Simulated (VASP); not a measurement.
# CdS (P1) in VASP: single point with PBEsol

Aim: the single point of CdS with PBEsol.

All numbers are computed with VASP 6.6.1; they aren't measurements. Logs are shortened: lines on timing, memory, paths and dates and some standing lists are left out, and cuts for length are marked.

### Step 1. The cell of the first run

The typed cell holds 4 atoms: a = 4.135 Å, b = 4.135 Å, c = 6.749 Å, α = 90.00°, β = 90.00°, γ = 120.00°.

### Step 2. Single point, PBEsol (one atom moved)

Contents of INCAR:

```
SYSTEM = CdS
PREC = Accurate
ENCUT = 520
EDIFF = 1E-7
ISMEAR = 0
SIGMA = 0.02
LREAL = .False.
LASPH = .True.
NELM = 80
ALGO = Normal
ISIF = 2
LWAVE = .False.
LCHARG = .True.
GGA = PS
LELF = .True.
LVHAR = .True.
NBANDS = 26
```

Contents of KPOINTS:

```
Automatic mesh
0
Gamma
  9 9 4
  0 0 0
```

Contents of POSCAR:

```
CdS
1.0
    4.1347992034      0.0000000000      0.0000000000
   -2.0673996017      3.5808411497      0.0000000000
    0.0000000000      0.0000000000      6.7490000000
Cd S
2 2
Direct
    0.3333333333      0.6666666667      0.0000000000
    0.6615548376      0.3221180913      0.4880693436
    0.3333333333      0.6666666667      0.3850000000
    0.6666666667      0.3333333333      0.8850000000
```

Potentials or basis: VASP PAW PBE potentials, release 64 (Cd, S).

The run is started by

```bash
$ cat potpaw_PBE.64/Cd/POTCAR potpaw_PBE.64/S/POTCAR > POTCAR
$ mpirun -np 1 vasp_std > vasp.out
```

OUTCAR:

```text
SYSTEM = CdS
   PREC = Accurate
   ENCUT = 520
   EDIFF = 1E-7
   ISMEAR = 0
   LREAL = .False.
   LASPH = .True.
   NELM = 80
   ISIF = 2
   GGA = PS

 ion  position               nearest neighbor table
   1  0.333  0.667  0.000-   4 2.51   4 2.51   4 2.51   3 2.60
   2  0.662  0.322  0.488-   3 2.45   3 2.50   3 2.51   4 2.68
   3  0.333  0.667  0.385-   2 2.45   2 2.50   2 2.51   1 2.60
   4  0.667  0.333  0.885-   1 2.51   1 2.51   1 2.51   2 2.68

  LATTYP: Found a hexagonal cell.
 ALAT       =     4.1347992034
 C/A-ratio  =     1.6322437120

  Lattice vectors:

 A1 = (   4.1347992034,   0.0000000000,   0.0000000000)
 A2 = (  -2.0673996017,   3.5808411497,   0.0000000000)
 A3 = (   0.0000000000,   0.0000000000,   6.7490000000)

Analysis of symmetry for initial positions (statically):
=====================================================================
 Subroutine PRICEL returns:
 Original cell was already a primitive cell.

 Routine SETGRP: Setting up the symmetry group for a
 hexagonal supercell.

 Subroutine GETGRP returns: Found  1 space group operations
 (whereof  1 operations were pure point group operations)
 out of a pool of 24 trial point group operations.

The static configuration has the point symmetry C_1 .

Analysis of symmetry for dynamics (positions and initial velocities):
=====================================================================
 Subroutine PRICEL returns:
 Original cell was already a primitive cell.

 Routine SETGRP: Setting up the symmetry group for a
 hexagonal supercell.

 Subroutine GETGRP returns: Found  1 space group operations
 (whereof  1 operations were pure point group operations)
 out of a pool of 24 trial point group operations.

The dynamic configuration has the point symmetry C_1 .

 Subroutine INISYM returns: Found  1 space group operations
 (whereof  1 operations are pure point group operations),
 and found     1 'primitive' translations

----------------------------------------------------------------------------------------

                                     Primitive cell

  volume of cell :      99.9261

[... 86 lines left out ...]
   ISPIN  =      1    spin polarized calculation?
   LNONCOLLINEAR =      F non collinear calculations
   LSORBIT =      F    spin-orbit coupling
   LASPH  =      T    aspherical Exc in radial PAW
   ENCUT  =  520.0 eV  38.22 Ry    6.18 a.u.   7.69  7.69 12.55*2*pi/ulx,y,z
   NELM   =     80;   NELMIN=  2; NELMDL= -5     # of ELM steps
   EDIFF  = 0.1E-06   stopping-criterion for ELM
   LREAL  =      F    real-space projection
   EDIFFG = 0.1E-05   stopping-criterion for IOM
   NSW    =      0    number of steps for IOM
   IBRION =     -1    ionic relax: 0-MD 1-quasi-New 2-CG
   NFREE  =      0    steps in history (QN), initial steepest desc. (CG)
   ISIF   =      2    stress and relaxation
   ISYM   =      2    0-nonsym 1-usesym 2-fastsym
   POTIM  = 0.5000    time-step for ionic-motion
   TEBEG  =    0.0;   TEEND  =   0.0 temperature during run
   PSTRESS=    0.0 pullay stress
   NELECT =      36.0000    total number of electrons
   NUPDOWN=      -1.0000    fix difference up-down
   EMIN   =  10.00;   EMAX   =-10.00  energy-range for DOS
   EFERMI =   0.00;   METHOD = LEGACY
   ISMEAR =     0;   SIGMA  =   0.02  broadening in eV -4-tet -1-fermi 0-gaus
   EFERMI_NEDOS =   21; number of points for ismear=-14 and -15
   IALGO  =     38    algorithm
   IMIX   =      4    mixing-type and parameters
     AMIX     =   0.40;   BMIX     =  1.00
     AMIX_MAG =   1.60;   BMIX_MAG =  1.00
  volume/ion in A,a.u.               =      24.98       168.58
  Fermi-wavevector in a.u.,A,eV,Ry     =   1.164884  2.201312 18.462491  1.356955
  Thomas-Fermi vector in A             =   2.301417
   LORBIT       =      0    0 simple, 1 ext, 2 COOP (PROOUT), +10 PAW based schemes
   GGA     = PS    functional components
   LHFCALC =     F    Hartree Fock is set to
   AEXX    =    0.0000 exact exchange contribution
   IVDW    =     0    specifies the selected vdW correction
   LEPSILON=     F    determine dielectric tensor
   LRPA    =     F    only Hartree local field effects (RPA)
 non-spin polarized calculation
 Gauss-broadening in eV      SIGMA  =   0.02
  energy-cutoff  :      520.00
  volume of cell :       99.93
 maximum number of plane-waves:      2731
   NGX = 15   NGY = 15   NGZ = 25

 number of electron      35.9999996 magnetization

 Free energy of the ion-electron system (eV)
  ---------------------------------------------------
  ext. energy  EPLUGINS =         0.00000000
  ---------------------------------------------------
  free energy    TOTEN  =       -13.57590275 eV

  energy without entropy =      -13.57590275  energy(sigma->0) =      -13.57590275

 E-fermi :   1.2856     XC(G=0):  -9.3343

 val. band max:        1.1586267826   @ k =   0.0000   0.0000   0.0000
 cond. band min:       2.2446547979   @ k =   0.0000   0.0000   0.0000
 fundamental gap:      1.0860280154
 Fermi energy:         1.2856100948

 k-point     1 :       0.0000    0.0000    0.0000
  band No.  band energies     occupation
      1     -11.2624      2.00000
      2     -10.7474      2.00000
      3      -6.6784      2.00000
      4      -6.6418      2.00000
      5      -6.4640      2.00000
      6      -6.4521      2.00000
[... 685 lines left out ...]
     25       9.5002      0.00000
     26      10.1501      0.00000

 [... further k-points ...]

------------------------ aborting loop because EDIFF is reached ----------------------------------------

  FORCE on cell =-STRESS in cart. coord.  units (eV):
  Direction    XX          YY          ZZ          XY          YZ          ZX
  --------------------------------------------------------------------------------------
  -------------------------------------------------------------------------------------
  Total        0.3724991      0.9808320     -1.2912032      0.0139423      0.1677536     -0.0067028
  in kB        5.9725099     15.7262911    -20.7026662      0.2235449      2.6896987     -0.1074699
  external PRESSURE =       0.3320449 kB  Pullay stress =       0.0000000 kB

 VOLUME and BASIS-vectors are now :
 -----------------------------------------------------------------------------
  energy-cutoff  :      520.00
  volume of cell :       99.93
      direct lattice vectors                 reciprocal lattice vectors
     4.134799203  0.000000000  0.000000000     0.241849713  0.139631997  0.000000000
    -2.067399602  3.580841150  0.000000000     0.000000000  0.279263994  0.000000000
     0.000000000  0.000000000  6.749000000     0.000000000  0.000000000  0.148170099

 POSITION                                       TOTAL-FORCE (eV/Angst)
 -----------------------------------------------------------------------------------
     -0.00000      2.38723      0.00000        -0.000139      0.002118      0.130475
      2.06945      1.15345      3.29398        -0.011668      0.279035      0.609958
     -0.00000      2.38723      2.59836         0.011364     -0.273416     -0.333577
      2.06740      1.19361      5.97286         0.000443     -0.007738     -0.406856
 -----------------------------------------------------------------------------------
    total drift:                                0.000021     -0.000019     -0.000931

  FREE ENERGIE OF THE ION-ELECTRON SYSTEM (eV)
  ---------------------------------------------------
  free  energy   TOTEN  =       -13.5759027510 eV

  energy  without entropy=      -13.5759027510  energy(sigma->0) =      -13.57590275
```

OSZICAR:

```text
N       E                     dE             d eps       ncg     rms          rms(c)
DAV:   1     0.246354721836E+03    0.24635E+03   -0.17519E+04  8484   0.127E+03
DAV:   2    -0.859500713216E+00   -0.24721E+03   -0.23829E+03  9122   0.319E+02
DAV:   3    -0.144412807995E+02   -0.13582E+02   -0.13496E+02 10338   0.749E+01
DAV:   4    -0.145824311272E+02   -0.14115E+00   -0.14100E+00  9582   0.737E+00
DAV:   5    -0.145845021683E+02   -0.20710E-02   -0.20709E-02 10044   0.897E-01    0.110E+01
DAV:   6    -0.136062723752E+02    0.97823E+00   -0.18349E+00 11350   0.151E+01    0.867E+00
DAV:   7    -0.135841024746E+02    0.22170E-01   -0.66473E-01  8950   0.448E+00    0.379E+00
DAV:   8    -0.135774101816E+02    0.66923E-02   -0.92366E-02  9326   0.307E+00    0.509E-01
DAV:   9    -0.135758035491E+02    0.16066E-02   -0.15354E-02  9800   0.157E+00    0.149E-01
DAV:  10    -0.135758010927E+02    0.24564E-05   -0.11676E-03  9230   0.357E-01    0.910E-02
DAV:  11    -0.135758517127E+02   -0.50620E-04   -0.14576E-04  9712   0.789E-02    0.656E-02
DAV:  12    -0.135759039859E+02   -0.52273E-04   -0.75473E-05  8646   0.487E-02    0.340E-02
DAV:  13    -0.135759017956E+02    0.21903E-05   -0.11391E-05 10358   0.366E-02    0.714E-03
DAV:  14    -0.135759027234E+02   -0.92780E-06   -0.14187E-06  8802   0.108E-02    0.167E-03
DAV:  15    -0.135759027510E+02   -0.27569E-07   -0.15323E-07  8716   0.262E-03
   1 F= -.13575903E+02 E0= -.13575903E+02  d E =-.108331E-21
```

stdout:

```text
POSCAR found type information on POSCAR CdS
 POSCAR found :  2 types and       4 ions
 scaLAPACK will be used
 -----------------------------------------------------------------------------
|                                                                             |
|                                                                             |
|     You enforced a specific xc type in the INCAR file but a different       |
|     I HOPE YOU KNOW WHAT YOU ARE DOING!                                     |
|                                                                             |
 -----------------------------------------------------------------------------

 LDA part: xc-table for (Slater+PW92), standard interpolation
 POSCAR, INCAR and KPOINTS ok, starting setup
 FFT: planning ... GRIDC
 FFT: planning ... GRID_SOFT
 FFT: planning ... GRID
 WAVECAR not read
 entering main loop
```

Run time: 5.1 min. Hardware: 1 thread of AMD EPYC 7R13 (Zen 3), shared host; peak memory 0.44 GiB.

What came out:

```
Free energy            : -13.5759 eV
Pressure               : 0.0 GPa
Largest force          : 0.671 eV/Å
Band gap on the k mesh : 1.09 eV
```

Forces in eV/Å, atoms in the order of the input:
```
Cd   0.000  0.002  0.130
Cd  -0.012  0.279  0.610
S    0.011 -0.273 -0.334
S    0.000 -0.008 -0.407
```

Caveat: the cell differs from its parent crystal (one atom moved); the PAW data sets were made with another functional, which shifts forces and pressure a little.
